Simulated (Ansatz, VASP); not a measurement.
**CuO in VASP and in Ansatz**

```
Cu O
1.0
     2.55255    0.00000    0.00000
     0.00000    2.55255    0.00000
     0.00000    0.00000    2.55255
Cu O
1 1
Direct
  0.00000 0.00000 0.00000
  0.50000 0.50000 0.50000
```

Alike in both runs: task single point; functional LDA; k mesh 7 × 7 × 7; occupations gaussian, width 0.05 eV; collinear spin; Hubbard terms Cu d U = 8.0 eV.

|  | VASP | Ansatz |
| --- | --- | --- |
| version | VASP 6.6.1 | Ansatz 0.2.0 |
| potentials or method | VASP PAW LDA potentials, release 64 (Cu_sv_GW, O), cutoff 700 eV | scalar-relativistic, plane waves, PAW |
| valence electrons in the cell | 25 | 25 |

```csv
,VASP,Ansatz,Ansatz less VASP
gap on the k mesh at the Fermi level (eV),none,none,-
pressure (GPa),-2.9,11.0,+13.90
net moment per atom (μB),0.50,0.50,0.000
size of the moment on the site where the two differ most (μB),0.58,0.73,+0.150
```

LDA's correlation is that of Perdew and Zunger in VASP and of Perdew and Wang (1992) in Ansatz. Site moments also hang on the region over which each program counts them. The programs project onto different local orbitals, so the same U acts differently, and such runs can settle in different states. A gap of «none» marks a metal or a gap that the smearing closes. Ansatz's warnings: filled band counts differ across k points.
